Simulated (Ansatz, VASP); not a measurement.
## Si2Br: VASP beside Ansatz

Contents of INCAR:

```
SYSTEM = Si2Br
PREC = Accurate
ENCUT = 520
EDIFF = 1E-6
ISMEAR = 0
SIGMA = 0.1
LREAL = .False.
LASPH = .True.
NELM = 80
ALGO = Normal
ISIF = 2
LWAVE = .False.
LCHARG = .True.
GGA = PE
LELF = .True.
LVHAR = .True.
NBANDS = 24
```

The input KPOINTS:

```
Automatic mesh
0
Gamma
  4 4 4
  0 0 0
```

Contents of POSCAR:

```
Si2Br
1.0
    4.2846010000      0.0000000000      0.0000000000
    0.0000000000      4.2846010000      0.0000000000
    0.0000000000      0.0000000000      4.6708664800
Si Br
4 2
Direct
    0.5000000000      0.0000000000      0.7072967400
    0.0000000000      0.5000000000      0.7927032600
    0.0000000000      0.5000000000      0.2072967400
    0.5000000000      0.0000000000      0.2927032600
    0.5000000000      0.5000000000      0.7500000000
    0.5000000000      0.5000000000      0.2500000000
```

Input for Ansatz:

```yaml
crystal:
  lattice:
    - [4.284601, 0.0, 0.0]
    - [0.0, 4.284601, 0.0]
    - [0.0, 0.0, 4.67086648]
  atoms:
    - { symbol: Si, position: [0.5, 0.0, 0.70729674] }
    - { symbol: Si, position: [0.0, 0.5, 0.79270326] }
    - { symbol: Si, position: [0.0, 0.5, 0.20729674] }
    - { symbol: Si, position: [0.5, 0.0, 0.29270326] }
    - { symbol: Br, position: [0.5, 0.5, 0.75] }
    - { symbol: Br, position: [0.5, 0.5, 0.25] }
basis:
  ecutwfc: 420
kpoints:
  mp_grid: { grid: [4, 4, 4] }
hamiltonian:
  xc: pbe
scf:
  occupations: { method: gaussian, width: 0.1 }
  lower_state_search: "off"
output:
  forces: true
  stress: true
  eigenvalues: true
```

Alike in both runs: task single point; functional PBE; k mesh 4 × 4 × 4; occupations gaussian, width 0.1 eV; no spin polarisation.

|  | VASP | Ansatz |
| --- | --- | --- |
| version | VASP 6.6.1 | Ansatz 0.2.0 |
| potentials or method | VASP PAW PBE potentials, release 64 (Si, Br), cutoff 520 eV | scalar-relativistic, plane waves, PAW |
| valence electrons in the cell | 30 | 30 |

Ansatz gave:

- gap on the k mesh at the Fermi level (eV): none
- rms of the force components (eV/Å): 3.757

Problem. Which values does VASP return?

Solution. gap on the k mesh at the Fermi level (eV): none; rms of the force components (eV/Å): 3.732.

Atom by atom the forces differ by 0.025 eV/Å (rms over components). A gap of «none» marks a metal or a gap that the smearing closes.

The k mesh is coarse, so the values compare programs but aren't converged.
